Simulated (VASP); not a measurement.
The system is Ge.

```xyz
2
Lattice="0.0000 2.8289 2.8289 2.8289 0.0000 2.8289 2.8289 2.8289 0.0000" Properties=species:S:1:pos:R:3 pbc="T T T"
Ge    1.4145    1.4145    1.4145
Ge    0.0000    0.0000    0.0000
```

* Program: VASP 6.6.1
* Task: relaxation of cell and atoms
* Functional: PBE
* Dispersion: D3(BJ)
* Potentials or basis: VASP PAW PBE potentials, release 64 (Ge_d)
* Cutoff: 600 eV
* k mesh: 6 × 6 × 6
* Occupations: gaussian, width 0.1 eV
* Spin: non-collinear spin, zero start, spin-orbit coupling
* Starting moments: [[0.0, 0.0, 0.0], [0.0, 0.0, 0.0]] μB

At the start: pressure 1.6 GPa; volume 22.64 Å³/atom.

**Question.** Where does the relaxation end?

**Answer.** Over 6 steps the energy falls by 2.6 meV/atom and the volume is 23.20 Å³/atom (+2.5 %); space group Fd-3m (No. 227, to 0.1 Å) before and after; moment 0.00 μB per cell.

The path:
```
step  energy change (eV)  largest force (eV/Å)  pressure (GPa)  volume (Å³)
   1              0.0000                0.0000            1.56        45.28
   2             -0.0048                0.0000           -0.21        46.73
   3             -0.0053                0.0000            0.21        46.44
   4             -0.0051                0.0000           -0.43        46.59
   5             -0.0052                0.0000           -0.09        46.49
   6             -0.0053                0.0000            0.03        46.41
```

Final structure:
```
Ge
1.0
     0.00000    2.85219    2.85219
     2.85219    0.00000    2.85219
     2.85219    2.85219    0.00000
Ge
2
Direct
  0.25000 0.25000 0.25000
  0.00000 0.00000 0.00000
```

The cell as given is a measured one (22.64 Å³/atom); PBE+D3(BJ) puts the equilibrium volume +2.5 % from it, thermal expansion not counted.
